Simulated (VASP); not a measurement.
# In (I4/mmm) in VASP: a series of runs

The runs below take In through single point, with PBE.

Everything below comes from runs of VASP 6.6.1. Logs are shortened: lines on timing, memory, paths and dates and some standing lists are left out, and cuts for length are marked.

## 1. The cell of the first run

The structure is tetragonal, space group I4/mmm (No. 139). Conventional cell: a = 3.252 Å, b = 3.252 Å, c = 4.552 Å, α = 90.00°, β = 90.00°, γ = 90.00°. Within 4.3 Å of In (site symmetry 4/mmm) lie 12 In at 3.24 to 3.25 Å.

## 2. Single point, PBE (strain +0.000 along x and y, -0.080 along z)

INCAR

```
SYSTEM = In
  ALGO = Fast
  EDIFF = 1E-6
  ENCUT = 520
  GGA = PE
  ISIF = 2
  ISMEAR = 0
  LASPH = .TRUE.
  LCHARG = .TRUE.
  LELF = .TRUE.
  LREAL = .FALSE.
  LVHAR = .TRUE.
  LWAVE = .FALSE.
  NBANDS = 12
  NELM = 100
  PREC = Accurate
  SIGMA = 0.15
```

KPOINTS

```
k-points
0
G
  20 20 20
  0 0 0
```

POSCAR

```
In
1.0
   -1.6261500000      1.6261500000      2.2760340000
    1.6261500000     -1.6261500000      2.2760340000
    1.6261500000      1.6261500000     -2.2760340000
In
1
Direct
    0.0000000000      0.0000000000      0.0000000000
```

Potentials or basis: VASP PAW PBE potentials, release 64 (In_d).

Launch:

```
$ cat potpaw_PBE.64/In_d/POTCAR > POTCAR
$ mpirun -np 1 vasp_std > vasp.out
```

OUTCAR:

```text
SYSTEM = In
   EDIFF = 1E-6
   ENCUT = 520
   GGA = PE
   ISIF = 2
   ISMEAR = 0
   LASPH = .TRUE.
   LREAL = .FALSE.
   NELM = 100
   PREC = Accurate

 ion  position               nearest neighbor table
   1  0.000  0.000  0.000-

  LATTYP: Found a body centered tetragonal cell.
 ALAT       =     3.2523000000
 C/A-ratio  =     1.3996457891

  Lattice vectors:

 A1 = (  -1.6261500000,   1.6261500000,   2.2760340000)
 A2 = (   1.6261500000,  -1.6261500000,   2.2760340000)
 A3 = (   1.6261500000,   1.6261500000,  -2.2760340000)

Analysis of symmetry for initial positions (statically):
=====================================================================
 Subroutine PRICEL returns:
 Original cell was already a primitive cell.

 Routine SETGRP: Setting up the symmetry group for a
 body centered tetragonal supercell.

 Subroutine GETGRP returns: Found 16 space group operations
 (whereof 16 operations were pure point group operations)
 out of a pool of 16 trial point group operations.

The static configuration has the point symmetry D_4h.

Analysis of symmetry for dynamics (positions and initial velocities):
=====================================================================
 Subroutine PRICEL returns:
 Original cell was already a primitive cell.

 Routine SETGRP: Setting up the symmetry group for a
 body centered tetragonal supercell.

 Subroutine GETGRP returns: Found 16 space group operations
 (whereof 16 operations were pure point group operations)
 out of a pool of 16 trial point group operations.

The dynamic configuration has the point symmetry D_4h.

 Subroutine INISYM returns: Found 16 space group operations
 (whereof 16 operations are pure point group operations),
 and found     1 'primitive' translations

----------------------------------------------------------------------------------------

                                     Primitive cell

  volume of cell :      24.0746

  direct lattice vectors                    reciprocal lattice vectors
    -1.626150000  1.626150000  2.276034000     0.000000000  0.307474710  0.219680374
     1.626150000 -1.626150000  2.276034000     0.307474710  0.000000000  0.219680374
     1.626150000  1.626150000 -2.276034000     0.307474710  0.307474710  0.000000000

  length of vectors
     3.235592436  3.235592436  3.235592436     0.377889090  0.377889090  0.434834905

  position of ions in fractional coordinates (direct lattice)
     0.000000000  0.000000000  0.000000000

  ion indices of the primitive-cell ions
   primitive index   ion index
                 1           1

----------------------------------------------------------------------------------------

 KPOINTS: k-points

Automatic generation of k-mesh.
 Grid dimensions read from file:
 generate k-points for:   20   20   20

 Generating k-lattice:

  Cartesian coordinates                     Fractional coordinates (reciprocal lattice)
     0.000000000  0.015373736  0.010984019     0.050000000  0.000000000 -0.000000000
     0.015373736  0.000000000  0.010984019     0.000000000  0.050000000 -0.000000000
     0.015373736  0.015373736  0.000000000     0.000000000  0.000000000  0.050000000

  Length of vectors
     0.018894454  0.018894454  0.021741745

  Shift w.r.t. Gamma in fractional coordinates (k-lattice)
     0.000000000  0.000000000  0.000000000

 Subroutine IBZKPT returns following result:
 ===========================================

 Found    641 irreducible k-points:

 Following reciprocal coordinates:
            Coordinates               Weight
  0.000000  0.000000  0.000000      1.000000
  0.050000 -0.000000  0.000000      8.000000
  0.100000 -0.000000  0.000000      8.000000
  0.150000 -0.000000  0.000000      8.000000
  0.200000 -0.000000  0.000000      8.000000
  0.250000  0.000000  0.000000      8.000000
[... 16 lines left out ...]
 -0.400000  0.050000  0.000000     16.000000
 -0.350000  0.050000  0.000000     16.000000
 [... further k-points ...]
   k-points           NKPTS =    641   k-points in BZ     NKDIM =    641   number of bands    NBANDS=     12
   number of dos      NEDOS =    301   number of ions     NIONS =      1
   total plane-waves  NPLWV =  13824
   dimension x,y,z NGX =    24 NGY =   24 NGZ =   24
   dimension x,y,z NGXF=    48 NGYF=   48 NGZF=   48
   ions per type =               1
   NGX,Y,Z   is equivalent  to a cutoff of  12.33, 12.33, 12.33 a.u.
   NGXF,Y,Z  is equivalent  to a cutoff of  24.66, 24.66, 24.66 a.u.
 SYSTEM =  In
   PREC   = accura    normal or accurate (medium, high low for compatibility)
   ISTART =      0    job   : 0-new  1-cont  2-samecut
   ICHARG =      2    charge: 1-file 2-atom 10-const
   ISPIN  =      1    spin polarized calculation?
   LNONCOLLINEAR =      F non collinear calculations
   LSORBIT =      F    spin-orbit coupling
   LASPH  =      T    aspherical Exc in radial PAW
   ENCUT  =  520.0 eV  38.22 Ry    6.18 a.u.   6.02  6.02  6.02*2*pi/ulx,y,z
   NELM   =    100;   NELMIN=  2; NELMDL= -5     # of ELM steps
   EDIFF  = 0.1E-05   stopping-criterion for ELM
   LREAL  =      F    real-space projection
   EDIFFG = 0.1E-04   stopping-criterion for IOM
   NSW    =      0    number of steps for IOM
   IBRION =     -1    ionic relax: 0-MD 1-quasi-New 2-CG
   NFREE  =      0    steps in history (QN), initial steepest desc. (CG)
   ISIF   =      2    stress and relaxation
   ISYM   =      2    0-nonsym 1-usesym 2-fastsym
   POTIM  = 0.5000    time-step for ionic-motion
   TEBEG  =    0.0;   TEEND  =   0.0 temperature during run
   PSTRESS=    0.0 pullay stress
   NELECT =      13.0000    total number of electrons
   NUPDOWN=      -1.0000    fix difference up-down
   EMIN   =  10.00;   EMAX   =-10.00  energy-range for DOS
   EFERMI =   0.00;   METHOD = LEGACY
   ISMEAR =     0;   SIGMA  =   0.15  broadening in eV -4-tet -1-fermi 0-gaus
   EFERMI_NEDOS =   21; number of points for ismear=-14 and -15
   IALGO  =     68    algorithm
   IMIX   =      4    mixing-type and parameters
     AMIX     =   0.40;   BMIX     =  1.00
     AMIX_MAG =   1.60;   BMIX_MAG =  1.00
  volume/ion in A,a.u.               =      24.07       162.46
  Fermi-wavevector in a.u.,A,eV,Ry     =   1.333120  2.519232 24.180402  1.777209
  Thomas-Fermi vector in A             =   2.462003
   LORBIT       =      0    0 simple, 1 ext, 2 COOP (PROOUT), +10 PAW based schemes
   GGA     = PE    functional components
   LHFCALC =     F    Hartree Fock is set to
   AEXX    =    0.0000 exact exchange contribution
   IVDW    =     0    specifies the selected vdW correction
   LEPSILON=     F    determine dielectric tensor
   LRPA    =     F    only Hartree local field effects (RPA)
 non-spin polarized calculation
 RMM-DIIS sequential band-by-band and
 Gauss-broadening in eV      SIGMA  =   0.15
  energy-cutoff  :      520.00
  volume of cell :       24.07
 maximum number of plane-waves:       662
   NGX = 13   NGY = 13   NGZ = 13

 number of electron      12.9999998 magnetization

 Free energy of the ion-electron system (eV)
  ---------------------------------------------------
  ext. energy  EPLUGINS =         0.00000000
  ---------------------------------------------------
  free energy    TOTEN  =        -2.50048558 eV

  energy without entropy =       -2.49611790  energy(sigma->0) =       -2.49830174

 E-fermi :   8.5557     XC(G=0): -10.6550

 val. band max:        8.5448951496   @ k =   0.5000   0.1500   0.1000
 cond. band min:       8.5592537931   @ k =  -0.3500  -0.3500   0.0500
 fundamental gap:      0.0143586435
 Fermi energy:         8.5556831008

 k-point     1 :       0.0000    0.0000    0.0000
  band No.  band energies     occupation
      1      -6.2324      2.00000
      2      -6.2324      2.00000
      3      -6.2156      2.00000
      4      -6.0209      2.00000
      5      -6.0035      2.00000
      6      -1.6334      2.00000
      7      19.8285      0.00000
      8      19.8571      0.00000
      9      19.8571      0.00000
     10      20.1879      0.00000
     11      23.2173      0.00000
     12      23.2273      0.00000

 k-point     2 :       0.0500   -0.0000    0.0000
  band No.  band energies     occupation
      1      -6.2316      2.00000
      2      -6.2268      2.00000
      3      -6.2120      2.00000
      4      -6.0215      2.00000
      5      -6.0046      2.00000
      6      -1.5751      2.00000
      7      18.9665      0.00000
      8      19.7295      0.00000
      9      19.7385      0.00000
     10      20.1327      0.00000
     11      23.4086      0.00000
     12      23.4093      0.00000

 k-point     3 :       0.1000   -0.0000    0.0000
  band No.  band energies     occupation
      1      -6.2332      2.00000
      2      -6.2121      2.00000
      3      -6.1996      2.00000
      4      -6.0220      2.00000
      5      -6.0063      2.00000
      6      -1.3993      2.00000
      7      17.2605      0.00000
      8      19.4445      0.00000
      9      19.4587      0.00000
     10      20.1190      0.00000
     11      23.9040      0.00000
     12      23.9253      0.00000
[... 286 lines left out ...]
 k-point    23 :      -0.4000    0.0500    0.0000
  band No.  band energies     occupation
      1      -6.3065      2.00000
      2      -6.2116      2.00000
      3      -6.1865      2.00000
      4      -5.8851      2.00000
      5      -5.8473      2.00000
      6       1.9640      2.00000
      7       7.6662      2.00000
      8      17.1488      0.00000
      9      17.5751      0.00000
     10      19.2647      0.00000
     11      22.2064      0.00000
     12      22.6580      0.00000

 k-point    24 :      -0.3500    0.0500    0.0000
  band No.  band energies     occupation
      1      -6.2929      2.00000
      2      -6.1990      2.00000
      3      -6.1745      2.00000
      4      -5.9261      2.00000
      5      -5.8790      2.00000
      6       1.0910      2.00000
      7       9.1810      0.00000
      8      17.2320      0.00000
      9      17.9307      0.00000
     10      19.5023      0.00000
     11      22.1832      0.00000
     12      23.1004      0.00000

 [... further k-points ...]
[... 5 lines left out ...]
  --------------------------------------------------------------------------------------
  -------------------------------------------------------------------------------------
  Total        0.9668715      0.9668715      1.0020871      0.0000000      0.0000000      0.0000000
  in kB       64.3456807     64.3456807     66.6892913      0.0000000      0.0000000      0.0000000
  external PRESSURE =      65.1268842 kB  Pullay stress =       0.0000000 kB

 VOLUME and BASIS-vectors are now :
 -----------------------------------------------------------------------------
  energy-cutoff  :      520.00
  volume of cell :       24.07
      direct lattice vectors                 reciprocal lattice vectors
    -1.626150000  1.626150000  2.276034000     0.000000000  0.307474710  0.219680374
     1.626150000 -1.626150000  2.276034000     0.307474710  0.000000000  0.219680374
     1.626150000  1.626150000 -2.276034000     0.307474710  0.307474710  0.000000000

 POSITION                                       TOTAL-FORCE (eV/Angst)
 -----------------------------------------------------------------------------------
      0.00000      0.00000      0.00000         0.000000      0.000000      0.000000
 -----------------------------------------------------------------------------------
    total drift:                               -0.000000      0.000000      0.000000

  FREE ENERGIE OF THE ION-ELECTRON SYSTEM (eV)
  ---------------------------------------------------
  free  energy   TOTEN  =        -2.5004855794 eV

  energy  without entropy=       -2.4961179005  energy(sigma->0) =       -2.49830174
```

Run time: 95 s. Hardware: 1 thread of AMD EPYC 9R45 (Zen 5), shared host; peak memory 0.25 GiB.

Results:

```yaml
Free_energy: -2.5005 eV
Pressure: 6.5 GPa
```

Stress tensor (GPa, compression positive):
```
6.43 0.00 0.00
0.00 6.43 0.00
0.00 0.00 6.67
```

Caveat: the cell differs from its parent crystal (strain +0.000 along x and y, -0.080 along z); spin-orbit coupling is left out, which moves the levels of the heavy elements.

## 3. Single point, PBE (strain +0.000 along x and y, -0.040 along z)

INCAR

```
PREC = Accurate
ENCUT = 520
EDIFF = 1E-7
ISMEAR = 0
SIGMA = 0.15
LREAL = F
LASPH = T
NELM = 80
ALGO = Fast
ISIF = 2
LWAVE = F
LCHARG = T
GGA = PE
LELF = T
LVHAR = T
NBANDS = 12
```

KPOINTS

```
Automatic mesh
0
Gamma
  20 20 20
```

POSCAR

```
In
1.0
   -1.6261500000      1.6261500000      2.3749920000
    1.6261500000     -1.6261500000      2.3749920000
    1.6261500000      1.6261500000     -2.3749920000
In
1
Direct
    0.0000000000      0.0000000000      0.0000000000
```

Potentials or basis: VASP PAW PBE potentials, release 64 (In_d).

Launch:

```
$ cat potpaw_PBE.64/In_d/POTCAR > POTCAR
$ mpirun -np 1 vasp_std > vasp.out
```

Wall time 2.9 min (1 thread of AMD EPYC 9R45 (Zen 5), shared host); peak memory 0.27 GiB.

The run converged. Its results:

```
Free energy : -2.5346 eV
Pressure    : 4.0 GPa
```

Stress tensor (GPa, compression positive):
```
4.03 0.00 0.00
0.00 4.03 0.00
0.00 0.00 3.91
```

Levels at points of the mesh, in eV from the Fermi level:
| k point | band 2 | band 3 | band 4 | band 5 | band 6 | band 7 | band 8 | band 9 | band 10 | band 11 |
| --- | --- | --- | --- | --- | --- | --- | --- | --- | --- | --- |
| (0.00, 0.00, 0.00) | -14.69 | -14.69 | -14.54 | -14.49 | -9.86 | 10.90 | 10.90 | 10.99 | 11.58 | 14.30 |
| (0.50, 0.00, 0.00) | -14.72 | -14.68 | -14.35 | -14.33 | -4.36 | -3.59 | 8.31 | 9.01 | 10.96 | 12.38 |
| (0.50, 0.50, 0.00) | -14.85 | -14.36 | -14.32 | -14.28 | -2.26 | -1.83 | 3.87 | 4.05 | 7.41 | 7.59 |
| (0.50, 0.50, 0.50) | -14.85 | -14.35 | -14.30 | -14.30 | -2.59 | -2.42 | 4.41 | 4.41 | 7.95 | 7.98 |

Caveat: the cell differs from its parent crystal (strain +0.000 along x and y, -0.040 along z); spin-orbit coupling is left out, which moves the levels of the heavy elements.
